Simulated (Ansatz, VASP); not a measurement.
## Two plane-wave programs on C

INCAR

```
SYSTEM = C
PREC = Accurate ; ENCUT = 520
EDIFF = 1E-6 ; ISMEAR = 0
SIGMA = 0.1 ; LREAL = .FALSE.
LASPH = .TRUE. ; NELM = 150
ALGO = Normal ; ISIF = 2
LWAVE = .FALSE. ; LCHARG = .TRUE.
ISPIN = 2 ; MAGMOM = 1 1 1
LORBIT = 11 ; GGA = PE
LELF = .TRUE. ; LVHAR = .TRUE.
NBANDS = 17
```

The input KPOINTS:

```
Automatic mesh
0
G
  10 10 10
  0 0 0
```

Contents of POSCAR:

```
C
1.0
   -1.2274146200      1.2274146200      3.0374496700
    1.2274146200     -1.2274146200      3.0374496700
    1.2274146200      1.2274146200     -3.0374496700
C
3
Direct
    0.3798992300      0.3798992300      0.0000000000
    0.7500000000      0.2500000000      0.5000000000
    0.6201007700      0.6201007700      0.0000000000
```

Input for Ansatz:

```yaml
crystal:
  lattice:
    - [-1.22741462, 1.22741462, 3.03744967]
    - [1.22741462, -1.22741462, 3.03744967]
    - [1.22741462, 1.22741462, -3.03744967]
  atoms:
    - { symbol: C, position: [0.37989923, 0.37989923, 0.0], spin: 1.0 }
    - { symbol: C, position: [0.75, 0.25, 0.5], spin: 1.0 }
    - { symbol: C, position: [0.62010077, 0.62010077, 0.0], spin: 1.0 }
basis:
  ecutwfc: 420
kpoints:
  mp_grid: { grid: [10, 10, 10] }
hamiltonian:
  xc: pbe
scf:
  occupations: { method: gaussian, width: 0.1 }
  lower_state_search: "off"
output:
  forces: true
  stress: true
  eigenvalues: true
  populations: true
magnetization:
  spin_polarized: true
```

Alike in both runs: task single point; functional PBE; k mesh 10 × 10 × 10; occupations gaussian, width 0.1 eV; collinear spin.

|  | VASP | Ansatz |
| --- | --- | --- |
| version | VASP 6.6.1 | Ansatz 0.2.0 |
| potentials or method | VASP PAW PBE potentials, release 64 (C), cutoff 520 eV | scalar-relativistic, plane waves, PAW |
| valence electrons in the cell | 12 | 12 |

VASP gave:

| Item | Value |
| --- | --- |
| gap on the k mesh at the Fermi level (eV) | none |
| rms of the force components (eV/Å) | 1.705 |
| net moment per atom (μB) | 0.00 |

Which values does Ansatz return?

gap on the k mesh at the Fermi level (eV): none; rms of the force components (eV/Å): 1.698; net moment per atom (μB): 0.00.

Atom by atom the forces differ by 0.007 eV/Å (rms over components). A gap of «none» marks a metal or a gap that the smearing closes. The functional is the same, so the differences come from potentials, cutoffs and numerics. Ansatz's warnings: seeded moment not kept.

The k mesh is coarse, so the values compare programs but aren't converged.
